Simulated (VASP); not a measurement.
**MnSb: single point with PBE**

The system is MnSb.

```
Mn Sb
1.0
     0.00000    2.76748    2.85092
     2.76748    0.00000    2.85092
     2.76748    2.76748    0.00000
Mn Sb
1 1
Direct
  0.00000 0.00000 0.00000
  0.50000 0.50000 0.50000
```

This cell differs from its parent crystal: stretched by +2 % along [0.0, 0.0, 1.0] at fixed volume.

```yaml
Program: VASP 6.6.1
Task: single point
Functional: PBE
Potentials_or_basis: VASP PAW PBE potentials, release 64 (Mn_pv, Sb)
Cutoff: 520 eV
k_mesh: 9 × 9 × 9
Occupations: fermi-dirac, width 0.025 eV
Spin: collinear spin, ferromagnetic start
Starting_moments: "[4.0, 0.0] μB"
```

The pressure is -0.2 GPa. The net moment is 3.85 μB per cell and the site moments are Mn +3.76; Sb -0.10 μB. The valence electrons inside the program's atomic spheres are Mn 11.46; Sb 2.48.

Stress tensor (GPa, compression positive):
```
 0.88  0.00  0.00
 0.00  0.88  0.00
 0.00  0.00 -2.40
```

Levels at points of the mesh, in eV from the Fermi level:
Spin up:
| k point | band 9 | band 10 | band 11 | band 12 | band 13 | band 14 |
| --- | --- | --- | --- | --- | --- | --- |
| (0.00, 0.00, 0.00) | -2.78 | 1.26 | 1.26 | 1.42 | 4.97 | 8.13 |
Spin down:
```tsv
k point	band 4	band 5	band 6	band 7	band 8	band 9	band 10	band 11
(0.00, 0.00, 0.00)	-11.42	0.14	0.15	0.19	0.32	0.32	1.28	1.28
```

It took 70 s on 1 thread of Intel(R) Xeon(R) 6975P-C (Granite Rapids) (shared host), peak memory 0.25 GiB.

Caveat: spin-orbit coupling is left out, which moves the levels of the heavy elements; a cell with one magnetic atom can't hold antiferromagnetic order, which such compounds often take.
